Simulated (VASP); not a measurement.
## BP: single point with HSE06

Crystal: BP.

```xyz
2
Lattice="0.0000 2.2683 2.2683 2.2683 0.0000 2.2683 2.2683 2.2683 0.0000" Properties=species:S:1:pos:R:3 pbc="T T T"
B     0.0000    0.0000    0.0000
P     1.1342    1.1342    1.1342
```

```
Program                            : VASP 6.6.1
Task                               : single point
Functional                         : HSE06
Potentials or basis                : VASP PAW PBE potentials, release 64 (B, P)
Cutoff                             : 520 eV
k mesh                             : 6 × 6 × 6
Occupations                        : gaussian, width 0.01 eV
Spin                               : no spin polarisation
Dipole correction                  : no
Grid for exact exchange (PRECFOCK) : Normal
Further INCAR settings             : ALGO = Normal; EDIFF = 1e-07; NBANDS = 11
Screening parameter                : 0.2079 1/Å
```

```yaml
Pressure: -1.9 GPa
Band_gap_on_the_k_mesh: 2.06 eV, indirect (least direct gap 4.34 eV)
```

Levels at points of the mesh, in eV from the valence-band top:
```csv
k point,band 1,band 2,band 3,band 4,band 5,band 6,band 7,band 8,band 9
"(0.00, 0.00, 0.00)",-17.10,0.00,0.00,0.00,4.34,4.34,4.34,8.70,12.60
"(0.50, 0.00, 0.00)",-13.43,-10.00,-1.93,-1.93,4.74,5.72,5.72,11.36,16.21
"(0.50, 0.50, 0.00)",-11.70,-9.58,-4.53,-4.53,2.06,2.41,13.84,13.84,16.97
```

Wall time 3.8 min on 1 thread of Intel(R) Xeon(R) 6975P-C (Granite Rapids), with other jobs on the host, peak memory 0.24 GiB.

Caveat: the PAW data sets were made with another functional, which shifts forces and pressure a little. A k mesh can miss the band edges.
